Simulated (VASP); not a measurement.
# LiH: single point with HSE06

Crystal: LiH.

```
CELL_PARAMETERS angstrom
0.00000 2.14418 2.14418
2.14418 0.00000 2.14418
2.14418 2.14418 0.00000
ATOMIC_POSITIONS crystal
Li 0.00000 0.00000 0.00000
H 0.25000 0.25000 0.25000
```

```json
{"Program": "VASP 6.6.1", "Task": "single point", "Functional": "HSE06", "Potentials or basis": "VASP PAW PBE potentials, release 64 (Li_sv, H)", "Cutoff": "520 eV", "k mesh": "8 × 8 × 8", "Occupations": "gaussian, width 0.02 eV", "Spin": "no spin polarisation", "Dipole correction": "no", "Grid for exact exchange (PRECFOCK)": "Normal", "Further INCAR settings": "ALGO = Normal; EDIFF = 1e-06; NBANDS = 9", "Share of exact exchange": "0.25", "Screening parameter": "0.2079 1/Å"}
```

```
Band gap on the k mesh : 5.25 eV (least direct gap 6.42 eV)
```

Levels at points of the mesh, in eV from the valence-band top:
```
           k point  band 1  band 2  band 3  band 4  band 5  band 6  band 7
(0.00, 0.00, 0.00)  -46.26   -4.16   14.67   18.87   18.87   18.87   21.42
(0.50, 0.00, 0.00)  -46.23   -1.18    5.25   16.62   16.62   17.63   20.45
(0.50, 0.50, 0.00)  -46.23   -0.37    8.33   11.26   12.13   12.13   19.93
```

It took 9 min on 1 thread of AMD EPYC 7R13 (shared host), peak memory 0.22 GiB.

 A k mesh can miss the band edges.
